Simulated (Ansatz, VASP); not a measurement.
## Ag: VASP beside Ansatz

```
CELL_PARAMETERS angstrom
0.00000 2.06333 2.06333
2.06333 0.00000 2.06333
2.06333 2.06333 0.00000
ATOMIC_POSITIONS crystal
Ag 0.00000 0.00000 0.00000
```

Change from the starting cell: volume scaled by 1.03.

Alike in both runs: task single point; functional PBE; k mesh 15 × 15 × 15; occupations fermi-dirac, width 0.03 eV; no spin polarisation.

|  | VASP | Ansatz |
| --- | --- | --- |
| version | VASP 6.6.1 | Ansatz 0.2.0 |
| potentials or method | VASP PAW PBE potentials, release 64 (Ag), cutoff 520 eV | all-electron LAPW, scalar-relativistic |

```tsv
	VASP	Ansatz	Ansatz less VASP
pressure (GPa)	1.2	1.3	+0.11
```

Ansatz ran all-electron here, and VASP with PAW potentials.
